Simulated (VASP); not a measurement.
A run of VASP 6.6.1 is set up as follows.

Contents of INCAR:

```
SYSTEM = Ti
PREC = Accurate
ENCUT = 520
EDIFF = 1E-6
ISMEAR = 0
SIGMA = 0.15
LREAL = .FALSE.
LASPH = .TRUE.
NELM = 60
ALGO = Fast
ISIF = 2
LWAVE = .FALSE.
LCHARG = .TRUE.
GGA = PE
LELF = .TRUE.
LVHAR = .TRUE.
NBANDS = 12
```

Contents of KPOINTS:

```
regular mesh
0
G
  20 20 20
  0 0 0
```

Contents of POSCAR:

```
Ti
1.0
   -1.8066566543      1.8066566543      1.7089995379
    1.8066566543     -1.8066566543      1.7089995379
    1.4485805607      1.4485805607     -1.7089995379
Ti
1
Direct
    0.0000000000      0.0000000000      0.0000000000
```

Potentials or basis: VASP PAW PBE potentials, release 64 (Ti_sv).

Command:

```bash
$ cat potpaw_PBE.64/Ti_sv/POTCAR > POTCAR
$ mpirun -np 1 vasp_std > vasp.out
```

What does it give for the band gap on the k mesh?

Zero (bands 6 and 7 overlap by 1.63 eV).

Predict the pressure.

-4.0 GPa.

Stress tensor (GPa, compression positive):
```
-5.45  5.47  0.00
 5.47 -5.45  0.00
 0.00  0.00 -1.18
```

Caveat: the cell differs from its parent crystal (engineering shear strain xy -0.2200, normal strain along z +0.0500); the cell stands under tension.
